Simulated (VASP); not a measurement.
# Be6Tl (Pm-3m) in VASP: a series of runs

The runs below take Be6Tl through single point, relaxation of cell and atoms, with PBE.

Program: VASP 6.6.1. These are calculated values, not measurements. Logs are shortened: lines on timing, memory, paths and dates and some standing lists are left out, and cuts for length are marked.

## Step 1: The cell of the first run

It takes space group Pm-3m (No. 221, cubic). The conventional cell has a = 4.147 Å, b = 4.147 Å, c = 4.147 Å, α = 90.00°, β = 90.00°, γ = 90.00°. Within 2.3 Å of Be (site symmetry 4mm) lie 5 Be at 1.72 Å. Within 4.2 Å of Tl (site symmetry m-3m) lie 24 Be at 3.06 Å and 6 Tl at 4.15 Å.

The cell was generated, and may not be a known phase.

## Step 2: Single point, PBE

Input file INCAR:

```
ALGO = Normal
EDIFF = 1E-6
ENCUT = 520
GGA = PE
ISIF = 2
ISMEAR = 0
LASPH = True
LCHARG = True
LELF = True
LREAL = False
LVHAR = True
LWAVE = False
NBANDS = 22
NELM = 80
PREC = Accurate
SIGMA = 0.1
```

Input file KPOINTS:

```
k-points
0
Gamma
  4 4 4
```

Input file POSCAR:

```
Be6Tl
1.0
    4.1473712600      0.0000000000      0.0000000000
    0.0000000000      4.1473712600      0.0000000000
    0.0000000000      0.0000000000      4.1473712600
Be Tl
6 1
Direct
    0.2070000000      0.5000000000      0.5000000000
    0.5000000000      0.2070000000      0.5000000000
    0.7930000000      0.5000000000      0.5000000000
    0.5000000000      0.7930000000      0.5000000000
    0.5000000000      0.5000000000      0.2070000000
    0.5000000000      0.5000000000      0.7930000000
    0.0000000000      0.0000000000      0.0000000000
```

Potentials or basis: VASP PAW PBE potentials, release 64 (Be, Tl_d).

Run with:

```bash
cat potpaw_PBE.64/Be/POTCAR potpaw_PBE.64/Tl_d/POTCAR > POTCAR
mpirun -np 1 vasp_std > vasp.out
```

OUTCAR:

```text
EDIFF = 1E-6
   ENCUT = 520
   GGA = PE
   ISIF = 2
   ISMEAR = 0
   LASPH = True
   LREAL = False
   NELM = 80
   PREC = Accurate

 ion  position               nearest neighbor table
   1  0.207  0.500  0.500-   3 1.72   2 1.72   4 1.72   5 1.72   6 1.72   7 3.06   7 3.06   7 3.06
                             7 3.06
   2  0.500  0.207  0.500-   4 1.72   3 1.72   1 1.72   5 1.72   6 1.72   7 3.06   7 3.06   7 3.06
                             7 3.06
   3  0.793  0.500  0.500-   1 1.72   2 1.72   4 1.72   5 1.72   6 1.72   7 3.06   7 3.06   7 3.06
                             7 3.06
   4  0.500  0.793  0.500-   2 1.72   1 1.72   3 1.72   5 1.72   6 1.72   7 3.06   7 3.06   7 3.06
                             7 3.06
   5  0.500  0.500  0.207-   6 1.72   2 1.72   3 1.72   4 1.72   1 1.72   7 3.06   7 3.06   7 3.06
                             7 3.06
   6  0.500  0.500  0.793-   5 1.72   2 1.72   3 1.72   4 1.72   1 1.72   7 3.06   7 3.06   7 3.06
                             7 3.06
   7  0.000  0.000  0.000-   1 3.06   2 3.06   3 3.06   4 3.06   5 3.06   6 3.06   1 3.06   2 3.06
                             3 3.06   4 3.06   1 3.06   3 3.06   5 3.06   6 3.06   1 3.06   3 3.06

  LATTYP: Found a simple cubic cell.
 ALAT       =     4.1473712600

  Lattice vectors:

 A1 = (   4.1473712600,   0.0000000000,   0.0000000000)
 A2 = (   0.0000000000,   4.1473712600,   0.0000000000)
 A3 = (   0.0000000000,   0.0000000000,   4.1473712600)

Analysis of symmetry for initial positions (statically):
=====================================================================
 Subroutine PRICEL returns:
 Original cell was already a primitive cell.

 Routine SETGRP: Setting up the symmetry group for a
 simple cubic supercell.

 Subroutine GETGRP returns: Found 48 space group operations
 (whereof 48 operations were pure point group operations)
 out of a pool of 48 trial point group operations.

The static configuration has the point symmetry O_h .

Analysis of symmetry for dynamics (positions and initial velocities):
=====================================================================
 Subroutine PRICEL returns:
 Original cell was already a primitive cell.

 Routine SETGRP: Setting up the symmetry group for a
 simple cubic supercell.

 Subroutine GETGRP returns: Found 48 space group operations
 (whereof 48 operations were pure point group operations)
 out of a pool of 48 trial point group operations.

The dynamic configuration has the point symmetry O_h .

 Subroutine INISYM returns: Found 48 space group operations
 (whereof 48 operations are pure point group operations),
 and found     1 'primitive' translations

----------------------------------------------------------------------------------------

                                     Primitive cell

  volume of cell :      71.3376

  direct lattice vectors                    reciprocal lattice vectors
     4.147371260  0.000000000  0.000000000     0.241116586  0.000000000  0.000000000
     0.000000000  4.147371260  0.000000000     0.000000000  0.241116586  0.000000000
     0.000000000  0.000000000  4.147371260     0.000000000  0.000000000  0.241116586

  length of vectors
     4.147371260  4.147371260  4.147371260     0.241116586  0.241116586  0.241116586

  position of ions in fractional coordinates (direct lattice)
     0.207000000  0.500000000  0.500000000
     0.500000000  0.207000000  0.500000000
     0.793000000  0.500000000  0.500000000
     0.500000000  0.793000000  0.500000000
     0.500000000  0.500000000  0.207000000
     0.500000000  0.500000000  0.793000000
     0.000000000  0.000000000  0.000000000

  ion indices of the primitive-cell ions
   primitive index   ion index
                 1           1
                 2           2
                 3           3
                 4           4
                 5           5
                 6           6
                 7           7

----------------------------------------------------------------------------------------

 KPOINTS: k-points

Automatic generation of k-mesh.
 Grid dimensions read from file:
 generate k-points for:    4    4    4

 Generating k-lattice:

  Cartesian coordinates                     Fractional coordinates (reciprocal lattice)
     0.060279147  0.000000000  0.000000000     0.250000000  0.000000000  0.000000000
     0.000000000  0.060279147  0.000000000     0.000000000  0.250000000  0.000000000
     0.000000000  0.000000000  0.060279147     0.000000000  0.000000000  0.250000000

  Length of vectors
     0.060279147  0.060279147  0.060279147

  Shift w.r.t. Gamma in fractional coordinates (k-lattice)
     0.000000000  0.000000000  0.000000000

 Subroutine IBZKPT returns following result:
 ===========================================

 Found     10 irreducible k-points:

 Following reciprocal coordinates:
            Coordinates               Weight
  0.000000  0.000000  0.000000      1.000000
  0.250000  0.000000  0.000000      6.000000
  0.500000  0.000000  0.000000      3.000000
  0.250000  0.250000  0.000000     12.000000
  0.500000  0.250000  0.000000     12.000000
  0.500000  0.500000  0.000000      3.000000
  0.250000  0.250000  0.250000      8.000000
  0.500000  0.250000  0.250000     12.000000
  0.500000  0.500000  0.250000      6.000000
  0.500000  0.500000  0.500000      1.000000
   k-points           NKPTS =     10   k-points in BZ     NKDIM =     10   number of bands    NBANDS=     22
   number of dos      NEDOS =    301   number of ions     NIONS =      7
   total plane-waves  NPLWV =  32768
   dimension x,y,z NGX =    32 NGY =   32 NGZ =   32
   dimension x,y,z NGXF=    64 NGYF=   64 NGZF=   64
   ions per type =               6   1
   NGX,Y,Z   is equivalent  to a cutoff of  12.83, 12.83, 12.83 a.u.
   NGXF,Y,Z  is equivalent  to a cutoff of  25.65, 25.65, 25.65 a.u.
 SYSTEM =  unknown system
   PREC   = accura    normal or accurate (medium, high low for compatibility)
   ISTART =      0    job   : 0-new  1-cont  2-samecut
   ICHARG =      2    charge: 1-file 2-atom 10-const
   ISPIN  =      1    spin polarized calculation?
   LNONCOLLINEAR =      F non collinear calculations
   LSORBIT =      F    spin-orbit coupling
   LASPH  =      T    aspherical Exc in radial PAW
   ENCUT  =  520.0 eV  38.22 Ry    6.18 a.u.   7.71  7.71  7.71*2*pi/ulx,y,z
   NELM   =     80;   NELMIN=  2; NELMDL= -5     # of ELM steps
   EDIFF  = 0.1E-05   stopping-criterion for ELM
   LREAL  =      F    real-space projection
   EDIFFG = 0.1E-04   stopping-criterion for IOM
   NSW    =      0    number of steps for IOM
   IBRION =     -1    ionic relax: 0-MD 1-quasi-New 2-CG
   NFREE  =      0    steps in history (QN), initial steepest desc. (CG)
   ISIF   =      2    stress and relaxation
   ISYM   =      2    0-nonsym 1-usesym 2-fastsym
   POTIM  = 0.5000    time-step for ionic-motion
   TEBEG  =    0.0;   TEEND  =   0.0 temperature during run
   PSTRESS=    0.0 pullay stress
   NELECT =      25.0000    total number of electrons
   NUPDOWN=      -1.0000    fix difference up-down
   EMIN   =  10.00;   EMAX   =-10.00  energy-range for DOS
   EFERMI =   0.00;   METHOD = LEGACY
   ISMEAR =     0;   SIGMA  =   0.10  broadening in eV -4-tet -1-fermi 0-gaus
   EFERMI_NEDOS =   21; number of points for ismear=-14 and -15
   IALGO  =     38    algorithm
   IMIX   =      4    mixing-type and parameters
     AMIX     =   0.40;   BMIX     =  1.00
     AMIX_MAG =   1.60;   BMIX_MAG =  1.00
  volume/ion in A,a.u.               =      10.19        68.77
  Fermi-wavevector in a.u.,A,eV,Ry     =   1.154202  2.181126 18.125448  1.332183
  Thomas-Fermi vector in A             =   2.290841
   LORBIT       =      0    0 simple, 1 ext, 2 COOP (PROOUT), +10 PAW based schemes
   GGA     = PE    functional components
   LHFCALC =     F    Hartree Fock is set to
   AEXX    =    0.0000 exact exchange contribution
   IVDW    =     0    specifies the selected vdW correction
   LEPSILON=     F    determine dielectric tensor
   LRPA    =     F    only Hartree local field effects (RPA)
 non-spin polarized calculation
 Gauss-broadening in eV      SIGMA  =   0.10
  energy-cutoff  :      520.00
  volume of cell :       71.34
 maximum number of plane-waves:      1936
 NGX is ok and might be reduce to    32
   NGX = 15   NGY = 15   NGZ = 15

 number of electron      24.9999994 magnetization

 Free energy of the ion-electron system (eV)
  ---------------------------------------------------
  ext. energy  EPLUGINS =         0.00000000
  ---------------------------------------------------
  free energy    TOTEN  =        -9.11833269 eV

  energy without entropy =       -9.09700420  energy(sigma->0) =       -9.10766845

 E-fermi :   6.6982     XC(G=0): -10.5976

 val. band max:        6.6665730193   @ k =   0.5000   0.2500   0.2500
 cond. band min:       6.7363063090   @ k =   0.2500   0.0000   0.0000
 fundamental gap:      0.0697332897
 Fermi energy:         6.6982065984

 k-point     1 :       0.0000    0.0000    0.0000
  band No.  band energies     occupation
      1      -4.5887      2.00000
      2      -4.5887      2.00000
      3      -4.4503      2.00000
      4      -4.4503      2.00000
      5      -4.4503      2.00000
      6      -4.0917      2.00000
[... 14 lines left out ...]
     21      12.6867      0.00000
     22      12.6867      0.00000

 k-point     2 :       0.2500    0.0000    0.0000
  band No.  band energies     occupation
      1      -4.5792      2.00000
      2      -4.5360      2.00000
      3      -4.4961      2.00000
      4      -4.4961      2.00000
      5      -4.4440      2.00000
      6      -3.7029      2.00000
[... 14 lines left out ...]
     21      13.9074      0.00000
     22      13.9074      0.00000

 k-point     3 :       0.5000    0.0000    0.0000
  band No.  band energies     occupation
      1      -4.5697      2.00000
      2      -4.5404      2.00000
      3      -4.5404      2.00000
      4      -4.4906      2.00000
      5      -4.4377      2.00000
      6      -2.9674      2.00000
[... 14 lines left out ...]
     21      13.8844      0.00000
     22      13.8844      0.00000

 k-point     4 :       0.2500    0.2500    0.0000
  band No.  band energies     occupation
      1      -4.5803      2.00000
      2      -4.5525      2.00000
      3      -4.4907      2.00000
      4      -4.4861      2.00000
      5      -4.4851      2.00000
      6      -3.3147      2.00000
[... 14 lines left out ...]
     21      14.0486      0.00000
     22      14.5747      0.00000

 k-point     5 :       0.5000    0.2500    0.0000
  band No.  band energies     occupation
      1      -4.6481      2.00000
      2      -4.5404      2.00000
      3      -4.5317      2.00000
      4      -4.4808      2.00000
      5      -4.4294      2.00000
      6      -2.6796      2.00000
[... 14 lines left out ...]
     21      15.8553      0.00000
     22      16.0127      0.00000

 k-point     6 :       0.5000    0.5000    0.0000
  band No.  band energies     occupation
      1      -4.7378      2.00000
      2      -4.5262      2.00000
      3      -4.5229      2.00000
      4      -4.5229      2.00000
      5      -4.3592      2.00000
      6      -2.3521      2.00000
[... 14 lines left out ...]
     21      16.7940      0.00000
     22      16.9260      0.00000

 k-point     7 :       0.2500    0.2500    0.2500
  band No.  band energies     occupation
      1      -4.5873      2.00000
      2      -4.5426      2.00000
      3      -4.5426      2.00000
      4      -4.4766      2.00000
      5      -4.4766      2.00000
      6      -2.9843      2.00000
[... 14 lines left out ...]
     21      14.1307      0.00000
     22      14.1307      0.00000

 k-point     8 :       0.5000    0.2500    0.2500
  band No.  band energies     occupation
      1      -4.6407      2.00000
      2      -4.5939      2.00000
      3      -4.5361      2.00000
      4      -4.4710      2.00000
      5      -4.4091      2.00000
      6      -2.5278      2.00000
[... 14 lines left out ...]
     21      14.8602      0.00000
     22      16.0884      0.00000

 k-point     9 :       0.5000    0.5000    0.2500
  band No.  band energies     occupation
      1      -4.6939      2.00000
      2      -4.5873      2.00000
      3      -4.5873      2.00000
      4      -4.4392      2.00000
      5      -4.3565      2.00000
      6      -2.3712      2.00000
[... 14 lines left out ...]
     21      16.2481      0.00000
     22      16.2481      0.00000

 k-point    10 :       0.5000    0.5000    0.5000
  band No.  band energies     occupation
      1      -4.6481      2.00000
      2      -4.6481      2.00000
      3      -4.6481      2.00000
      4      -4.3538      2.00000
      5      -4.3538      2.00000
      6      -2.3922      2.00000
[... 14 lines left out ...]
     21      16.7470      0.00000
     22      16.7470      0.00000

------------------------ aborting loop because EDIFF is reached ----------------------------------------

  FORCE on cell =-STRESS in cart. coord.  units (eV):
  Direction    XX          YY          ZZ          XY          YZ          ZX
  --------------------------------------------------------------------------------------
  -------------------------------------------------------------------------------------
  Total       26.5736578     26.5736578     26.5736578      0.0000000      0.0000000     -0.0000000
  in kB      596.8197395    596.8197395    596.8197395      0.0000000      0.0000000     -0.0000000
  external PRESSURE =     596.8197395 kB  Pullay stress =       0.0000000 kB

 VOLUME and BASIS-vectors are now :
 -----------------------------------------------------------------------------
  energy-cutoff  :      520.00
  volume of cell :       71.34
      direct lattice vectors                 reciprocal lattice vectors
     4.147371260  0.000000000  0.000000000     0.241116586  0.000000000  0.000000000
     0.000000000  4.147371260  0.000000000     0.000000000  0.241116586  0.000000000
     0.000000000  0.000000000  4.147371260     0.000000000  0.000000000  0.241116586

 POSITION                                       TOTAL-FORCE (eV/Angst)
 -----------------------------------------------------------------------------------
      0.85851      2.07369      2.07369        -4.420691      0.000000      0.000000
      2.07369      0.85851      2.07369        -0.000000     -4.420691      0.000000
      3.28887      2.07369      2.07369         4.420691      0.000000      0.000000
      2.07369      3.28887      2.07369         0.000000      4.420691      0.000000
      2.07369      2.07369      0.85851        -0.000000     -0.000000     -4.420691
      2.07369      2.07369      3.28887         0.000000      0.000000      4.420691
      0.00000      0.00000      0.00000         0.000000      0.000000      0.000000
 -----------------------------------------------------------------------------------
    total drift:                                0.000000     -0.000000     -0.000000

  FREE ENERGIE OF THE ION-ELECTRON SYSTEM (eV)
  ---------------------------------------------------
  free  energy   TOTEN  =        -9.1183326860 eV

  energy  without entropy=       -9.0970042043  energy(sigma->0) =       -9.10766845
```

It took 11 s on 1 thread of Intel Xeon Platinum 8559C (Emerald Rapids), shared host; peak memory 0.18 GiB.

What came out:

```yaml
Free_energy: -9.1183 eV
Pressure: 59.7 GPa
Largest_force: 4.421 eV/Å
Band_gap_on_the_k_mesh: zero (an odd number of electrons rules out a gap without spin polarisation)
```

Forces on the atoms (eV/Å):
```
Be  -4.421  0.000  0.000
Be   0.000 -4.421  0.000
Be   4.421  0.000  0.000
Be   0.000  4.421  0.000
Be   0.000  0.000 -4.421
Be   0.000  0.000  4.421
Tl   0.000  0.000  0.000
```

Levels at points of the mesh, in eV from the Fermi level:
| k point | band 10 | band 11 | band 12 | band 13 | band 14 | band 15 | band 16 | band 17 |
| --- | --- | --- | --- | --- | --- | --- | --- | --- |
| (0.00, 0.00, 0.00) | -4.13 | -1.22 | -1.22 | 0.59 | 2.16 | 2.16 | 2.16 | 4.49 |
| (0.50, 0.00, 0.00) | -2.53 | -1.52 | -1.52 | -0.97 | -0.57 | 1.18 | 2.15 | 2.75 |
| (0.50, 0.50, 0.00) | -2.22 | -1.68 | -0.26 | -0.26 | 1.12 | 1.33 | 1.33 | 3.53 |
| (0.50, 0.50, 0.50) | -4.27 | -4.09 | -4.09 | -4.09 | 1.84 | 1.84 | 1.84 | 6.82 |

Caveat: the k points lie up to 0.38 Å⁻¹ apart, too coarse for converged energies and pressures of a metal; spin-orbit coupling is left out, which moves the levels of the heavy elements; forces of over 1 eV/Å act on the atoms, so gaps and moduli don't describe the material at rest.

## Step 3: Single point, PBE

This run uses another cell than the first one, of 18.65 Å³/atom.

Input file INCAR:

```
PREC = Accurate
ENCUT = 520
EDIFF = 1E-6
ISMEAR = 0
SIGMA = 0.1
LREAL = F
LASPH = T
NELM = 100
ALGO = Normal
ISIF = 2
LWAVE = F
LCHARG = F
GGA = PE
NBANDS = 22
```

Input file KPOINTS:

```
Automatic mesh
0
Gamma
  4 4 4
```

Input file POSCAR:

```
Be6Tl
1.0
    5.0732949315      0.0000000000      0.0000000000
    0.0000000000      5.0732949315      0.0000000000
    0.0000000000      0.0000000000      5.0732949315
Be Tl
6 1
Direct
    0.1995706723      0.5000000000      0.5000000000
    0.5000000000      0.1995706723      0.5000000000
    0.8004293277      0.5000000000      0.5000000000
    0.5000000000      0.8004293277      0.5000000000
    0.5000000000      0.5000000000      0.1995706723
    0.5000000000      0.5000000000      0.8004293277
    0.0000000000      0.0000000000      0.0000000000
```

Potentials or basis: VASP PAW PBE potentials, release 64 (Be, Tl_d).

Run with:

```bash
cat potpaw_PBE.64/Be/POTCAR potpaw_PBE.64/Tl_d/POTCAR > POTCAR
mpirun -np 1 vasp_std > vasp.out
```

Run time: 13 s. Hardware: 1 thread of Intel Xeon Platinum 8559C (Emerald Rapids), shared host; peak memory 0.24 GiB.

Results (log left out):

| Item | Value |
| --- | --- |
| Free energy | -16.4148 eV |
| Pressure | 0.0 GPa |
| Largest force | 0.011 eV/Å |
| Band gap on the k mesh | zero (an odd number of electrons rules out a gap without spin polarisation) |

Forces in eV/Å, atoms in the order of the input:
```
Be  -0.011  0.000  0.000
Be   0.000 -0.011  0.000
Be   0.011  0.000  0.000
Be   0.000  0.011  0.000
Be   0.000  0.000 -0.011
Be   0.000  0.000  0.011
Tl   0.000  0.000  0.000
```

Levels at points of the mesh, in eV from the Fermi level:
| k point | band 10 | band 11 | band 12 | band 13 | band 14 | band 15 | band 16 | band 17 |
| --- | --- | --- | --- | --- | --- | --- | --- | --- |
| (0.00, 0.00, 0.00) | -2.57 | -1.39 | -1.39 | -1.15 | 2.04 | 2.04 | 2.04 | 3.74 |
| (0.50, 0.00, 0.00) | -1.92 | -1.92 | -1.24 | -0.19 | -0.19 | 0.92 | 2.11 | 2.61 |
| (0.50, 0.50, 0.00) | -1.64 | -1.42 | 0.08 | 0.40 | 0.40 | 1.04 | 1.04 | 2.61 |
| (0.50, 0.50, 0.50) | -3.47 | -1.85 | -1.85 | -1.85 | 1.38 | 1.38 | 1.38 | 5.20 |

Caveat: spin-orbit coupling is left out, which moves the levels of the heavy elements.

[end of part 1 of 2]

The gap in the log of VASP goes by the Fermi energy; the results here count the filled bands.